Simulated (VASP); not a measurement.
Input of a VASP 6.6.1 run:

INCAR

```
SYSTEM = Sn4SeS3
ALGO = Normal
EDIFF = 1E-6
ENCUT = 520
GGA = PE
ISIF = 2
ISMEAR = 0
LASPH = .True.
LCHARG = .True.
LELF = .True.
LREAL = .False.
LVHAR = .True.
LWAVE = .False.
NBANDS = 50
NELM = 100
PREC = Accurate
SIGMA = 0.1
```

KPOINTS

```
k-points
0
Gamma
  4 4 4
  0 0 0
```

The input POSCAR:

```
Sn4SeS3
1.0
    5.9831650735      0.0000000000      0.0000000000
   -0.1161772545      5.9985897277      0.0000000000
   -1.4819009294     -1.5323014186      5.9093190087
Sn Se S
4 1 3
Direct
    0.2103850198      0.2208561295      0.5055630381
    0.6631415848      0.7147205833      0.4912537585
    0.5605789611      0.0872366738      0.0112528335
    0.0376292621      0.5657147161      0.0013757768
    0.0646226313      0.0557387209      0.0468513516
    0.6003505518      0.5492702332      0.0523808679
    0.6591630692      0.1538934837      0.4489296228
    0.2041289199      0.6525694596      0.4423927509
```

Potentials or basis: VASP PAW PBE potentials, release 64 (Sn_d, Se, S).

Command:

```bash
$ cat potpaw_PBE.64/Sn_d/POTCAR potpaw_PBE.64/Se/POTCAR potpaw_PBE.64/S/POTCAR > POTCAR
$ mpirun -np 1 vasp_std > vasp.out
```

Question: Predict the pressure.

Answer: 0.0 GPa.

Question: Estimate the band gap on the k mesh.

Answer: 0.89 eV (least direct gap 1.13 eV).

Question: What does it give for the largest force?

Answer: 0.011 eV/Å.

Forces on the atoms (eV/Å):
```
Sn  -0.001 -0.005  0.005
Sn   0.000 -0.005  0.002
Sn   0.010  0.005  0.003
Sn  -0.004  0.002  0.000
Se  -0.003 -0.004 -0.007
S    0.001  0.002 -0.004
S   -0.003  0.002  0.001
S    0.000  0.004  0.000
```

Caveat: spin-orbit coupling is left out, which moves the levels of the heavy elements. A k mesh can miss the band edges.
